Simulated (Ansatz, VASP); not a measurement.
TeW: VASP beside Ansatz

```
CELL_PARAMETERS angstrom
0.00000 3.02418 3.02418
3.02418 0.00000 3.02418
3.02418 3.02418 0.00000
ATOMIC_POSITIONS crystal
W 0.00000 0.00000 0.00000
Te 0.25000 0.25000 0.25000
```

Alike in both runs: task single point; functional PBEsol; k mesh 12 × 12 × 12; occupations gaussian, width 0.1 eV; no spin polarisation.

```csv
,VASP,Ansatz
version,VASP 6.6.1,Ansatz 0.2.0
potentials or method,"VASP PAW PBE potentials, release 64 (W_sv, Te), cutoff 520 eV","scalar-relativistic, plane waves, PAW"
valence electrons in the cell,20,30
```

```csv
,VASP,Ansatz,Ansatz less VASP
gap on the k mesh at the Fermi level (eV),none,none,-
pressure (GPa),-1.0,-1.1,-0.12
```

VASP's potentials were made for PBE, not for PBEsol. A gap of «none» marks a metal or a gap that the smearing closes. VASP's potentials hold 20 valence electrons a cell and Ansatz's 30, so a difference there can come from the potentials and not from the codes.

Spin-orbit coupling is off throughout.
